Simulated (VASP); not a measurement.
# BP (F-43m) in VASP: settings compared

The runs below take BP through single point, with RPBE, revPBE+D3(BJ), BLYP+D4.

Program: VASP 6.6.1. These are calculated values, not measurements. Logs are shortened: lines on timing, memory, paths and dates and some standing lists are left out, and cuts for length are marked.

**1. The cell of the first run**

It takes space group F-43m (No. 216, cubic). The conventional cell has a = 4.627 Å, b = 4.627 Å, c = 4.627 Å, α = 90.00°, β = 90.00°, γ = 90.00°. P (site symmetry -43m) has 4 B at 2.00 Å within 2.7 Å. B (site symmetry -43m) has 4 P at 2.00 Å within 2.7 Å.

**2. Single point, RPBE**

INCAR

```
SYSTEM = BP
PREC = Accurate
ENCUT = 520
EDIFF = 1E-6
ISMEAR = -1
SIGMA = 0.05
LREAL = .False.
LASPH = .True.
NELM = 80
ALGO = Normal
ISIF = 2
LWAVE = .False.
LCHARG = .True.
GGA = RP
LELF = .True.
LVHAR = .True.
NBANDS = 11
```

KPOINTS

```
regular mesh
0
Gamma
  10 10 10
  0 0 0
```

POSCAR

```
BP
1.0
    0.0000000000      2.3135014941      2.3135014941
    2.3135014941      0.0000000000      2.3135014941
    2.3135014941      2.3135014941      0.0000000000
P B
1 1
Direct
    0.7500000000      0.7500000000      0.7500000000
    0.0000000000      0.0000000000      0.0000000000
```

Potentials or basis: VASP PAW PBE potentials, release 64 (P, B).

Started as:

```bash
> cat potpaw_PBE.64/P/POTCAR potpaw_PBE.64/B/POTCAR > POTCAR
> mpirun -np 1 vasp_std > vasp.out
```

OUTCAR:

```text
SYSTEM = BP
   PREC = Accurate
   ENCUT = 520
   EDIFF = 1E-6
   ISMEAR = -1
   LREAL = .False.
   LASPH = .True.
   NELM = 80
   ISIF = 2
   GGA = RP

 ion  position               nearest neighbor table
   1  0.750  0.750  0.750-   2 2.00   2 2.00   2 2.00   2 2.00
   2  0.000  0.000  0.000-   1 2.00   1 2.00   1 2.00   1 2.00

  LATTYP: Found a face centered cubic cell.
 ALAT       =     4.6270029882

  Lattice vectors:

 A1 = (   0.0000000000,   2.3135014941,   2.3135014941)
 A2 = (   2.3135014941,   0.0000000000,   2.3135014941)
 A3 = (   2.3135014941,   2.3135014941,   0.0000000000)

Analysis of symmetry for initial positions (statically):
=====================================================================
 Subroutine PRICEL returns:
 Original cell was already a primitive cell.

 Routine SETGRP: Setting up the symmetry group for a
 face centered cubic supercell.

 Subroutine GETGRP returns: Found 24 space group operations
 (whereof 24 operations were pure point group operations)
 out of a pool of 48 trial point group operations.

The static configuration has the point symmetry T_d .

Analysis of symmetry for dynamics (positions and initial velocities):
=====================================================================
 Subroutine PRICEL returns:
 Original cell was already a primitive cell.

 Routine SETGRP: Setting up the symmetry group for a
 face centered cubic supercell.

 Subroutine GETGRP returns: Found 24 space group operations
 (whereof 24 operations were pure point group operations)
 out of a pool of 48 trial point group operations.

The dynamic configuration has the point symmetry T_d .

 Subroutine INISYM returns: Found 24 space group operations
 (whereof 24 operations are pure point group operations),
 and found     1 'primitive' translations

----------------------------------------------------------------------------------------

                                     Primitive cell

  volume of cell :      24.7651

  direct lattice vectors                    reciprocal lattice vectors
     0.000000000  2.313501494  2.313501494    -0.216122618  0.216122618  0.216122618
     2.313501494  0.000000000  2.313501494     0.216122618 -0.216122618  0.216122618
     2.313501494  2.313501494  0.000000000     0.216122618  0.216122618 -0.216122618

  length of vectors
     3.271785190  3.271785190  3.271785190     0.374335355  0.374335355  0.374335355

  position of ions in fractional coordinates (direct lattice)
     0.750000000  0.750000000  0.750000000
     0.000000000  0.000000000  0.000000000

  ion indices of the primitive-cell ions
   primitive index   ion index
                 1           1
                 2           2

----------------------------------------------------------------------------------------

 KPOINTS: regular mesh

Automatic generation of k-mesh.
 Grid dimensions read from file:
 generate k-points for:   10   10   10

 Generating k-lattice:

  Cartesian coordinates                     Fractional coordinates (reciprocal lattice)
    -0.021612262  0.021612262  0.021612262     0.100000000  0.000000000  0.000000000
     0.021612262 -0.021612262  0.021612262     0.000000000  0.100000000  0.000000000
     0.021612262  0.021612262 -0.021612262     0.000000000  0.000000000  0.100000000

  Length of vectors
     0.037433536  0.037433536  0.037433536

  Shift w.r.t. Gamma in fractional coordinates (k-lattice)
     0.000000000  0.000000000  0.000000000

 Subroutine IBZKPT returns following result:
 ===========================================

 Found     47 irreducible k-points:

 Following reciprocal coordinates:
            Coordinates               Weight
  0.000000  0.000000  0.000000      1.000000
  0.100000  0.000000  0.000000      8.000000
  0.200000  0.000000  0.000000      8.000000
  0.300000  0.000000  0.000000      8.000000
  0.400000  0.000000  0.000000      8.000000
  0.500000  0.000000  0.000000      4.000000
[... 16 lines left out ...]
  0.300000  0.300000  0.000000      6.000000
  0.400000  0.300000  0.000000     24.000000
 [... further k-points ...]
   k-points           NKPTS =     47   k-points in BZ     NKDIM =     47   number of bands    NBANDS=     11
   number of dos      NEDOS =    301   number of ions     NIONS =      2
   total plane-waves  NPLWV =  13824
   dimension x,y,z NGX =    24 NGY =   24 NGZ =   24
   dimension x,y,z NGXF=    48 NGYF=   48 NGZF=   48
   ions per type =               1   1
   NGX,Y,Z   is equivalent  to a cutoff of  12.19, 12.19, 12.19 a.u.
   NGXF,Y,Z  is equivalent  to a cutoff of  24.39, 24.39, 24.39 a.u.
 SYSTEM =  BP
   PREC   = accura    normal or accurate (medium, high low for compatibility)
   ISTART =      0    job   : 0-new  1-cont  2-samecut
   ICHARG =      2    charge: 1-file 2-atom 10-const
   ISPIN  =      1    spin polarized calculation?
   LNONCOLLINEAR =      F non collinear calculations
   LSORBIT =      F    spin-orbit coupling
   LASPH  =      T    aspherical Exc in radial PAW
   ENCUT  =  520.0 eV  38.22 Ry    6.18 a.u.   6.08  6.08  6.08*2*pi/ulx,y,z
   NELM   =     80;   NELMIN=  2; NELMDL= -5     # of ELM steps
   EDIFF  = 0.1E-05   stopping-criterion for ELM
   LREAL  =      F    real-space projection
   EDIFFG = 0.1E-04   stopping-criterion for IOM
   NSW    =      0    number of steps for IOM
   IBRION =     -1    ionic relax: 0-MD 1-quasi-New 2-CG
   NFREE  =      0    steps in history (QN), initial steepest desc. (CG)
   ISIF   =      2    stress and relaxation
   ISYM   =      2    0-nonsym 1-usesym 2-fastsym
   POTIM  = 0.5000    time-step for ionic-motion
   TEBEG  =    0.0;   TEEND  =   0.0 temperature during run
   PSTRESS=    0.0 pullay stress
   NELECT =       8.0000    total number of electrons
   NUPDOWN=      -1.0000    fix difference up-down
   EMIN   =  10.00;   EMAX   =-10.00  energy-range for DOS
[... 5 lines left out ...]
     AMIX     =   0.40;   BMIX     =  1.00
     AMIX_MAG =   1.60;   BMIX_MAG =  1.00
  volume/ion in A,a.u.               =      12.38        83.56
  Fermi-wavevector in a.u.,A,eV,Ry     =   1.123290  2.122709 17.167550  1.261779
  Thomas-Fermi vector in A             =   2.259955
   LORBIT       =      0    0 simple, 1 ext, 2 COOP (PROOUT), +10 PAW based schemes
   GGA     = RP    functional components
   LHFCALC =     F    Hartree Fock is set to
   AEXX    =    0.0000 exact exchange contribution
   IVDW    =     0    specifies the selected vdW correction
   LEPSILON=     F    determine dielectric tensor
   LRPA    =     F    only Hartree local field effects (RPA)
 non-spin polarized calculation
  energy-cutoff  :      520.00
  volume of cell :       24.77
 maximum number of plane-waves:       692
   NGX = 13   NGY = 13   NGZ = 13

 number of electron       7.9999999 magnetization

 Free energy of the ion-electron system (eV)
  ---------------------------------------------------
  ext. energy  EPLUGINS =         0.00000000
  ---------------------------------------------------
  free energy    TOTEN  =       -12.26012970 eV

  energy without entropy =      -12.26012968  energy(sigma->0) =      -12.26012969

 E-fermi :   7.4953     XC(G=0): -10.5773

 val. band max:        6.8444820071   @ k =   0.0000   0.0000   0.0000
 cond. band min:       8.1817217907   @ k =   0.4000   0.4000   0.0000
 fundamental gap:      1.3372397836
 Fermi energy:         7.4952545661

 k-point     1 :       0.0000    0.0000    0.0000
  band No.  band energies     occupation
      1      -8.1200      2.00000
      2       6.8445      2.00000
      3       6.8445      2.00000
      4       6.8445      2.00000
      5      10.1604      0.00000
      6      10.1604      0.00000
      7      10.1604      0.00000
      8      13.3896      0.00000
      9      18.1443      0.00000
     10      18.7263      0.00000
     11      18.7263      0.00000

 k-point     2 :       0.1000    0.0000    0.0000
  band No.  band energies     occupation
      1      -7.9484      2.00000
      2       5.5786      2.00000
      3       6.5643      2.00000
      4       6.5643      2.00000
      5      10.5466      0.00000
      6      10.5484      0.00000
      7      10.5484      0.00000
      8      13.9723      0.00000
      9      18.1024      0.00000
     10      18.1024      0.00000
     11      18.6814      0.00000

 k-point     3 :       0.2000    0.0000    0.0000
  band No.  band energies     occupation
      1      -7.4410      2.00000
      2       3.3200      2.00000
      3       6.0290      2.00000
      4       6.0290      2.00000
      5      10.6470      0.00000
      6      11.2460      0.00000
      7      11.2460      0.00000
      8      15.3187      0.00000
      9      17.5406      0.00000
     10      17.5406      0.00000
     11      19.5048      0.00000

 k-point     4 :       0.3000    0.0000    0.0000
  band No.  band energies     occupation
      1      -6.6297      2.00000
      2       1.0597      2.00000
      3       5.5577      2.00000
      4       5.5577      2.00000
      5      10.4951      0.00000
      6      11.5999      0.00000
      7      11.5999      0.00000
      8      16.4796      0.00000
      9      18.0657      0.00000
     10      18.0657      0.00000
     11      19.6769      0.00000

 k-point     5 :       0.4000    0.0000    0.0000
  band No.  band energies     occupation
      1      -5.6337      2.00000
      2      -0.8543      2.00000
      3       5.2576      2.00000
      4       5.2576      2.00000
      5      10.3516      0.00000
      6      11.5724      0.00000
      7      11.5724      0.00000
      8      16.8624      0.00000
      9      19.6492      0.00000
     10      19.6492      0.00000
     11      20.5007      0.00000
[... 211 lines left out ...]
 k-point    21 :      -0.3000    0.2000    0.0000
  band No.  band energies     occupation
      1      -5.4154      2.00000
      2       0.0956      2.00000
      3       2.4006      2.00000
      4       5.0099      2.00000
      5      10.6763      0.00000
      6      12.8120      0.00000
      7      13.4873      0.00000
      8      15.8169      0.00000
      9      17.0856      0.00000
     10      19.1819      0.00000
     11      23.3097      0.00000

 k-point    22 :      -0.2000    0.2000    0.0000
  band No.  band energies     occupation
      1      -6.3526      2.00000
      2       1.7195      2.00000
      3       2.8975      2.00000
      4       5.6482      2.00000
      5      11.1790      0.00000
      6      12.0094      0.00000
      7      13.0016      0.00000
      8      14.8367      0.00000
      9      16.2732      0.00000
     10      20.1120      0.00000
     11      21.9962      0.00000

 k-point    23 :       0.3000    0.3000    0.0000
  band No.  band energies     occupation
      1      -6.1094      2.00000
      2       2.0512      2.00000
      3       3.7889      2.00000
      4       3.7889      2.00000
      5       8.4334      0.00000
      6      10.8012      0.00000
      7      15.3689      0.00000
      8      15.3689      0.00000
      9      19.2280      0.00000
     10      20.8848      0.00000
     11      22.8343      0.00000

 k-point    24 :       0.4000    0.3000    0.0000
  band No.  band energies     occupation
      1      -5.3307      2.00000
      2       0.7886      2.00000
      3       3.0106      2.00000
      4       3.5068      2.00000
      5       8.7198      0.00000
      6      10.5105      0.00000
      7      15.9276      0.00000
      8      15.9858      0.00000
      9      20.2669      0.00000
     10      21.7066      0.00000
     11      23.2163      0.00000

 [... further k-points ...]
[... 5 lines left out ...]
  --------------------------------------------------------------------------------------
  -------------------------------------------------------------------------------------
  Total       -0.8223791     -0.8223791     -0.8223791      0.0000000      0.0000000      0.0000000
  in kB      -53.2038768    -53.2038768    -53.2038768      0.0000000      0.0000000      0.0000000
  external PRESSURE =     -53.2038768 kB  Pullay stress =       0.0000000 kB

 VOLUME and BASIS-vectors are now :
 -----------------------------------------------------------------------------
  energy-cutoff  :      520.00
  volume of cell :       24.77
      direct lattice vectors                 reciprocal lattice vectors
     0.000000000  2.313501494  2.313501494    -0.216122618  0.216122618  0.216122618
     2.313501494  0.000000000  2.313501494     0.216122618 -0.216122618  0.216122618
     2.313501494  2.313501494  0.000000000     0.216122618  0.216122618 -0.216122618

 POSITION                                       TOTAL-FORCE (eV/Angst)
 -----------------------------------------------------------------------------------
      3.47025      3.47025      3.47025         0.000000      0.000000      0.000000
      0.00000      0.00000      0.00000        -0.000000     -0.000000     -0.000000
 -----------------------------------------------------------------------------------
    total drift:                               -0.000000     -0.000000     -0.000000

  FREE ENERGIE OF THE ION-ELECTRON SYSTEM (eV)
  ---------------------------------------------------
  free  energy   TOTEN  =       -12.2601296952 eV

  energy  without entropy=      -12.2601296750  energy(sigma->0) =      -12.26012969
```

It took 12 s on 1 thread of Intel Xeon 6975P-C, shared host; peak memory 0.14 GiB.

Results:

* Free energy: -12.2601 eV
* Pressure: -5.3 GPa
* Band gap on the k mesh: 1.34 eV, indirect (least direct gap 3.32 eV)

Caveat: the PAW data sets were made with another functional, which shifts forces and pressure a little. A hybrid or GW would open this gap; RPBE tends to underestimate it.

(Continued in part 2 of 2.)
